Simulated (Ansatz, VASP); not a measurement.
Mg3BiSb: VASP beside Ansatz

```
CELL_PARAMETERS angstrom
4.84391 0.00000 0.00000
-2.42196 4.19495 0.00000
0.00000 0.00000 7.64371
ATOMIC_POSITIONS crystal
Mg 0.00000 0.00000 0.00449
Mg 0.33333 0.66667 0.36494
Mg 0.66667 0.33333 0.62586
Sb 0.66667 0.33333 0.22507
Bi 0.33333 0.66667 0.77965
```

Alike in both runs: task single point; functional PBEsol; k mesh 6 × 6 × 3; occupations fermi-dirac, width 0.15 eV; no spin polarisation.

|  | VASP | Ansatz |
| --- | --- | --- |
| version | VASP 6.6.1 | Ansatz 0.2.0 |
| potentials or method | VASP PAW PBE potentials, release 64 (Mg, Sb, Bi_d), cutoff 520 eV | plane waves, PAW |
| valence electrons in the cell | 26 | 60 |

```csv
,VASP,Ansatz,Ansatz less VASP
pressure (GPa),-4.8,-4.7,+0.04
"traceless stress, the component that is largest in VASP (GPa)",0.11,0.11,-0.004
```

VASP's potentials were made for PBE, not for PBEsol. With one functional, cell and mesh, what is left measures potentials, basis and numerics. VASP's potentials hold 26 valence electrons a cell and Ansatz's 60, so a difference there can come from the potentials and not from the codes.

Neither program's run includes spin-orbit coupling.
